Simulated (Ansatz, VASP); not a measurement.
One calculation of Cd, two programs

File INCAR:

```
PREC = Accurate ; ENCUT = 520
EDIFF = 1E-7 ; ISMEAR = -1
SIGMA = 0.1 ; LREAL = F
LASPH = T ; NELM = 100
ALGO = Normal ; ISIF = 2
LWAVE = F ; LCHARG = F
GGA = PE ; NBANDS = 12
```

The input KPOINTS:

```
regular mesh
0
Gamma
  14 14 14
```

File POSCAR:

```
Cd
1.0
   -1.8007863773      1.8007863773      1.8007863773
    1.8007863773     -1.8007863773      1.8007863773
    1.8007863773      1.8007863773     -1.8007863773
Cd
1
Direct
    0.0000000000      0.0000000000      0.0000000000
```

Input for Ansatz:

```yaml
crystal:
  lattice:
    - [-1.8007863773, 1.8007863773, 1.8007863773]
    - [1.8007863773, -1.8007863773, 1.8007863773]
    - [1.8007863773, 1.8007863773, -1.8007863773]
  atoms:
    - { symbol: Cd, position: [0.0, 0.0, 0.0] }
hamiltonian:
  xc: pbe
  pseudopotentials:
    kind: paw
    azcp:
      Cd: "pseudopotentials/Cd.paw.azcp"
basis:
  ecutwfc: 420
  fft_grid_basis: typed
kpoints:
  mp_grid: { grid: [14, 14, 14], shift: [0, 0, 0] }
magnetization:
  spin_polarized: false
scf:
  occupations: { method: fermi_dirac, width: 0.1 }
  lower_state_search: "off"
output:
  stress: true
```

Alike in both runs: task single point; functional PBE; k mesh 14 × 14 × 14; occupations fermi-dirac, width 0.1 eV; no spin polarisation.

|  | VASP | Ansatz |
| --- | --- | --- |
| version | VASP 6.6.1 | Ansatz 0.2.0 |
| potentials or method | VASP PAW PBE potentials, release 64 (Cd), cutoff 520 eV | plane waves (420 eV) with PAW, scalar-relativistic |
| valence electrons in the cell | 12 | 20 |

```csv
,VASP,Ansatz,Ansatz less VASP
pressure (GPa),0.3,0.1,-0.21
```

VASP's potentials hold 12 valence electrons a cell and Ansatz's 20, so a difference there can come from the potentials and not from the codes.
